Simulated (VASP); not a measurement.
# H4CO in VASP: single point with PBE+D3(BJ)

Aim: the single point of H4CO with PBE+D3(BJ).

Program: VASP 6.6.1. These are calculated values, not measurements. Logs are shortened: lines on timing, memory, paths and dates and some standing lists are left out, and cuts for length are marked.

### Step 1. The cell of the first run

The cell holds a disordered packing, 36 atoms: a = 8.055 Å, b = 8.055 Å, c = 8.055 Å, α = 90.00°, β = 90.00°, γ = 90.00°.

### Step 2. Single point, PBE+D3(BJ)

The input, INCAR:

```
SYSTEM = H4CO
PREC = Accurate
ENCUT = 1000
EDIFF = 1E-6
ISMEAR = -1
SIGMA = 0.02
LREAL = Auto
LASPH = .TRUE.
NELM = 120
ALGO = Normal
ISIF = 2
LWAVE = .FALSE.
LCHARG = .FALSE.
GGA = PE
IVDW = 12
NBANDS = 66
GGA_COMPAT = .FALSE.
```

The input, KPOINTS:

```
regular mesh
0
G
  1 1 1
  0 0 0
```

The input, POSCAR:

```
H4CO
1.0
    8.0548320000      0.0000000000      0.0000000000
    0.0000000000      8.0548320000      0.0000000000
    0.0000000000      0.0000000000      8.0548320000
C O H
6 6 24
Direct
    0.9090554188      0.9348493510      0.4419957491
    0.3015046211      0.4383276564      0.7863701482
    0.8517288217      0.4218506584      0.4098404750
    0.4205462279      0.9291597648      0.7134279959
    0.3987888462      0.6766948168      0.2939750419
    0.8334516290      0.6295669442     -0.0049356072
    0.7574642891      0.8440216056      0.4539008779
    0.3727654796      0.5508942283      0.9041365095
    0.7566448035      0.3193700133      0.3006369544
    0.5915308600      0.9089155246      0.7604786925
    0.2734361936      0.5629010412      0.2393894678
    0.7211855837      0.4915978252     -0.0322415468
    0.9193276125      0.9840578925      0.3151310886
    0.7148482083      0.8555282544      0.5672492427
    0.9114759906      1.0419253313      0.5274383875
    1.0181129087      0.8550764377      0.4672696364
    0.1695855069      0.4708800297      0.7745334736
    0.4924348501      0.5277222604      0.9158484748
    0.3590312846      0.4498503884      0.6628482704
    0.3104699540      0.3082318494      0.8281381931
    0.8539317899      0.3581968019      0.5308572353
    0.7345146659      0.3814199137      0.1991500046
    0.9812439017      0.4375166593      0.3677188374
    0.7961810282      0.5457913144      0.4272215287
    0.4202661709      0.9567491117      0.5799876960
    0.5936483260      0.8669258721      0.8739202726
    0.3492935941      0.8147919432      0.7374939401
    0.3626610321      1.0339027626      0.7803951768
    0.4146065338      0.6628806387      0.4294694856
    0.2947034178      0.5457377176      0.1201606779
    0.5209040658      0.6512984613      0.2361783791
    0.3651923654      0.8070572578      0.2673523814
    0.7773309672      0.7071413471      0.0918939305
    0.7726890413      0.4179629866     -0.1127772158
    0.9545910443      0.5861952606      0.0409782321
    0.8503815658      0.7024908779     -0.1190425874
```

Potentials or basis: VASP PAW PBE potentials, release 64 (C_h, O_h, H_h).

Run with:

```bash
> cat potpaw_PBE.64/C_h/POTCAR potpaw_PBE.64/O_h/POTCAR potpaw_PBE.64/H_h/POTCAR > POTCAR
> mpirun -np 1 vasp_gam > vasp.out
```

OUTCAR:

```text
SYSTEM = H4CO
   PREC = Accurate
   ENCUT = 1000
   EDIFF = 1E-6
   ISMEAR = -1
   LREAL = Auto
   LASPH = .TRUE.
   NELM = 120
   ISIF = 2
   GGA = PE
   IVDW = 12
 IVDW          = 12

 ion  position               nearest neighbor table
   1  0.909  0.935  0.442-  13 1.10  15 1.10  16 1.11   7 1.43
   2  0.302  0.438  0.786-  17 1.10  19 1.10  20 1.10   8 1.43
   3  0.852  0.422  0.410-  21 1.10  24 1.10  23 1.10   9 1.43
   4  0.421  0.929  0.713-  25 1.10  27 1.10  28 1.10  10 1.44
   5  0.399  0.677  0.294-  29 1.10  32 1.11  31 1.11  11 1.43
   6  0.833  0.630  0.995-  33 1.10  36 1.10  35 1.10  12 1.45
   7  0.757  0.844  0.454-  14 0.98   1 1.43
   8  0.373  0.551  0.904-  18 0.99   2 1.43
   9  0.757  0.319  0.301-  22 0.97   3 1.43
  10  0.592  0.909  0.760-  26 0.97   4 1.44
  11  0.273  0.563  0.239-  30 0.99   5 1.43
  12  0.721  0.492  0.968-  34 0.97   6 1.45
  13  0.919  0.984  0.315-   1 1.10
  14  0.715  0.856  0.567-   7 0.98
  15  0.911  0.042  0.527-   1 1.10
  16  0.018  0.855  0.467-   1 1.11
  17  0.170  0.471  0.775-   2 1.10
[... 17 lines left out ...]
  35  0.955  0.586  0.041-   6 1.10
  36  0.850  0.702  0.881-   6 1.10

  LATTYP: Found a simple cubic cell.
 ALAT       =     8.0548320000

  Lattice vectors:

 A1 = (   8.0548320000,   0.0000000000,   0.0000000000)
 A2 = (   0.0000000000,   8.0548320000,   0.0000000000)
 A3 = (   0.0000000000,   0.0000000000,   8.0548320000)

Analysis of symmetry for initial positions (statically):
=====================================================================
 Subroutine PRICEL returns:
 Original cell was already a primitive cell.

 Routine SETGRP: Setting up the symmetry group for a
 simple cubic supercell.

 Subroutine GETGRP returns: Found  1 space group operations
 (whereof  1 operations were pure point group operations)
 out of a pool of 48 trial point group operations.

The static configuration has the point symmetry C_1 .

Analysis of symmetry for dynamics (positions and initial velocities):
=====================================================================
 Subroutine PRICEL returns:
 Original cell was already a primitive cell.

 Routine SETGRP: Setting up the symmetry group for a
 simple cubic supercell.

 Subroutine GETGRP returns: Found  1 space group operations
 (whereof  1 operations were pure point group operations)
 out of a pool of 48 trial point group operations.

[... 147 lines left out ...]
   NSW    =      0    number of steps for IOM
   IBRION =     -1    ionic relax: 0-MD 1-quasi-New 2-CG
   NFREE  =      0    steps in history (QN), initial steepest desc. (CG)
   ISIF   =      2    stress and relaxation
   ISYM   =      2    0-nonsym 1-usesym 2-fastsym
   POTIM  = 0.5000    time-step for ionic-motion
   TEBEG  =    0.0;   TEEND  =   0.0 temperature during run
   PSTRESS=    0.0 pullay stress
   NELECT =      84.0000    total number of electrons
   NUPDOWN=      -1.0000    fix difference up-down
   EMIN   =  10.00;   EMAX   =-10.00  energy-range for DOS
   EFERMI =   0.00;   METHOD = LEGACY
   ISMEAR =    -1;   SIGMA  =   0.02  broadening in eV -4-tet -1-fermi 0-gaus
   EFERMI_NEDOS =   21; number of points for ismear=-14 and -15
   IALGO  =     38    algorithm
   IMIX   =      4    mixing-type and parameters
     AMIX     =   0.40;   BMIX     =  1.00
     AMIX_MAG =   1.60;   BMIX_MAG =  1.00
  volume/ion in A,a.u.               =      14.52        97.96
  Fermi-wavevector in a.u.,A,eV,Ry     =   0.890112  1.682068 10.779893  0.792300
  Thomas-Fermi vector in A             =   2.011761
   LORBIT       =      0    0 simple, 1 ext, 2 COOP (PROOUT), +10 PAW based schemes
   GGA     = PE    functional components
   LHFCALC =     F    Hartree Fock is set to
   AEXX    =    0.0000 exact exchange contribution
   IVDW    =    12    specifies the selected vdW correction
   LEPSILON=     F    determine dielectric tensor
   LRPA    =     F    only Hartree local field effects (RPA)
 non-spin polarized calculation
  energy-cutoff  :     1000.00
  volume of cell :      522.60
 maximum number of plane-waves:     18765
 NGX is ok and might be reduce to    84
   NGX = 41   NGY = 41   NGZ = 41

 number of electron      84.0000003 magnetization

 Free energy of the ion-electron system (eV)
  ---------------------------------------------------
  ext. energy  EPLUGINS =         0.00000000
  ---------------------------------------------------
  free energy    TOTEN  =      -182.91776276 eV

  energy without entropy =     -182.91776276  energy(sigma->0) =     -182.91776276

 E-fermi :  -2.6786     XC(G=0):  -5.4096

 val. band max:       -3.1558146862   @ k =   0.0000   0.0000   0.0000
 cond. band min:       0.7138711903   @ k =   0.0000   0.0000   0.0000
 fundamental gap:      3.8696858766
 Fermi energy:        -2.6786346063

 k-point     1 :       0.0000    0.0000    0.0000
  band No.  band energies     occupation
      1     -24.1111      2.00000
      2     -23.4879      2.00000
      3     -23.3385      2.00000
      4     -22.4143      2.00000
      5     -22.3520      2.00000
      6     -22.2461      2.00000
[... 46 lines left out ...]
     53       4.0620      0.00000
     54       4.2461      0.00000
 [bands above 54 left out]

------------------------ aborting loop because EDIFF is reached ----------------------------------------

 Edisp (eV)   -0.96401

 E8    (eV) :    -0.2080

  FORCE on cell =-STRESS in cart. coord.  units (eV):
  Direction    XX          YY          ZZ          XY          YZ          ZX
  --------------------------------------------------------------------------------------
  -------------------------------------------------------------------------------------
  Total      -2.13648    -0.90652    -2.60883    -0.31327    -0.16172    -0.20592
  in kB      -6.54999    -2.77919    -7.99811    -0.96043    -0.49580    -0.63132
  external pressure =       -5.78 kB  Pullay stress =        0.00 kB

 VOLUME and BASIS-vectors are now :
 -----------------------------------------------------------------------------
  energy-cutoff  :     1000.00
  volume of cell :      522.60
      direct lattice vectors                 reciprocal lattice vectors
     8.054832000  0.000000000  0.000000000     0.124149082  0.000000000  0.000000000
     0.000000000  8.054832000  0.000000000     0.000000000  0.124149082  0.000000000
     0.000000000  0.000000000  8.054832000     0.000000000  0.000000000  0.124149082

 POSITION                                       TOTAL-FORCE (eV/Angst)
 -----------------------------------------------------------------------------------
      7.32229      7.53005      3.56020         0.022449      0.017168     -0.008176
      2.42857      3.53066      6.33408         0.008230     -0.002392      0.021302
      6.86053      3.39794      3.30120         0.007331     -0.004566      0.008486
      3.38743      7.48423      5.74654        -0.112170      0.032550     -0.049907
      3.21218      5.45066      2.36792        -0.020408     -0.171495      0.054059
      6.71331      5.07106      8.01508         0.013036     -0.011617      0.021551
[... 28 lines left out ...]
      7.68907      4.72170      0.33007        -0.009037      0.006797      0.002103
      6.84968      5.65845      7.09596        -0.003675     -0.003825     -0.014028
 -----------------------------------------------------------------------------------
    total drift:                               -0.002482      0.001547      0.002353

  FREE ENERGIE OF THE ION-ELECTRON SYSTEM (eV)
  ---------------------------------------------------
  free  energy   TOTEN  =      -183.8817741227 eV

  energy  without entropy=     -183.8817741226  energy(sigma->0) =     -183.88177412
```

Run time: 5.4 min. Hardware: 1 thread of AMD EPYC, shared host; peak memory 0.99 GiB.

What came out:

```yaml
Free_energy: -183.8818 eV
Pressure: -0.6 GPa
Largest_force: 0.258 eV/Å
Band_gap_on_the_k_mesh: 3.87 eV
Dispersion_energy_per_atom: -0.027 eV
```

Forces in eV/Å, atoms in the order of the input:
```
C    0.022  0.017 -0.008
C    0.008 -0.002  0.021
C    0.007 -0.005  0.008
C   -0.112  0.033 -0.050
C   -0.020 -0.171  0.054
C    0.013 -0.012  0.022
O    0.001 -0.014  0.065
O    0.094  0.007 -0.003
O   -0.024 -0.030  0.013
O    0.016 -0.044  0.229
O    0.233  0.110 -0.015
O    0.040  0.060 -0.015
H    0.017 -0.008  0.049
H    0.012 -0.002 -0.043
H   -0.011 -0.041 -0.047
H   -0.060  0.036  0.002
H    0.037 -0.002  0.007
H   -0.087 -0.067 -0.050
H    0.019  0.000  0.013
H    0.018  0.035  0.003
H    0.003 -0.008 -0.001
H    0.012 -0.005 -0.017
H    0.002 -0.001 -0.008
H    0.002  0.013  0.003
H   -0.021 -0.011  0.070
H    0.013  0.057 -0.220
H    0.044  0.102 -0.026
H    0.047 -0.085 -0.040
H   -0.060  0.016 -0.220
H   -0.048  0.049  0.079
H   -0.149  0.003  0.105
H   -0.002 -0.008  0.020
H   -0.009 -0.009  0.000
H   -0.043 -0.016  0.013
H   -0.009  0.007  0.002
H   -0.004 -0.004 -0.014
```

Levels at points of the mesh, in eV from the valence-band top:
```csv
k point,band 38,band 39,band 40,band 41,band 42,band 43,band 44,band 45,band 46,band 47
"(0.00, 0.00, 0.00)",-1.23,-1.15,-0.39,-0.17,0.00,3.87,5.14,5.16,5.74,5.93
```

Caveat: the k points lie up to 0.78 Å⁻¹ apart.
